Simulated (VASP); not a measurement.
Runs of VASP 6.6.1 on Ca. The structure is that of space group P6_3/mmc (No. 194), or close to it. The cells are those of the table. This isn't the form of Ca at room conditions, which is fcc.

```tsv
cell	gap on the mesh (eV)	pressure (GPa)
a = 4.064, b = 4.064, c = 6.673 Å, angles 90.0, 90.0, 120.0°, 2 atoms	none	-1.1
a = 4.114, b = 4.114, c = 6.755 Å, angles 90.0, 90.0, 120.0°, 2 atoms	none	-1.5
a = 3.853, b = 3.853, c = 6.326 Å, angles 90.0, 90.0, 120.0°, 2 atoms	none	(b)
a = 3.908, b = 3.908, c = 6.417 Å, angles 90.0, 90.0, 120.0°, 2 atoms	none	(a)
a = 3.961, b = 3.961, c = 6.504 Å, angles 90.0, 90.0, 120.0°, 2 atoms	none	0.0
a = 4.013, b = 4.013, c = 6.590 Å, angles 90.0, 90.0, 120.0°, 2 atoms	none	-0.6
```

Alike in all rows: task single point; level revPBE; potentials or basis VASP PAW PBE potentials, release 64 (Ca_sv); no spin polarisation; k mesh 10 × 10 × 6; cutoff (eV) 520; smearing fermi-dirac 0.1 eV.

Q: Fill in the values left out.

A: (a) 0.7; (b) 1.6.

Caveats: the PAW data sets were made with another functional, which shifts forces and pressure a little.

A gap of «none» marks levels without a gap at the run's occupations.
